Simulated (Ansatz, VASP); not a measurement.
**Ga in VASP and in Ansatz**

```
CELL_PARAMETERS angstrom
1.44515 -4.05140 0.00000
1.44515 4.05140 0.00000
0.00000 0.00000 3.15940
ATOMIC_POSITIONS crystal
Ga 0.86700 0.13300 0.25000
Ga 0.13300 0.86700 0.75000
```

Change from the starting cell: volume scaled by 0.99.

Alike in both runs: task single point; functional LDA; k mesh 12 × 12 × 10; occupations fermi-dirac, width 0.08 eV; no spin polarisation.

```csv
,VASP,Ansatz
version,VASP 6.6.1,Ansatz 0.2.0
potentials or method,"VASP PAW LDA potentials, release 64 (Ga_d), cutoff 520 eV","all-electron LAPW, scalar-relativistic"
```

```csv
,VASP,Ansatz,Ansatz less VASP
pressure (GPa),-3.3,-3.3,0.00
"traceless stress, the component that is largest in VASP (GPa)",-2.14,-2.13,+0.003
rms of the force components (eV/Å),0.107,0.105,-0.0019
```

LDA's correlation is that of Perdew and Zunger in VASP and of Perdew and Wang (1992) in Ansatz. Atom by atom the forces differ by 0.002 eV/Å (rms over components). Ansatz ran all-electron here, and VASP with PAW potentials.
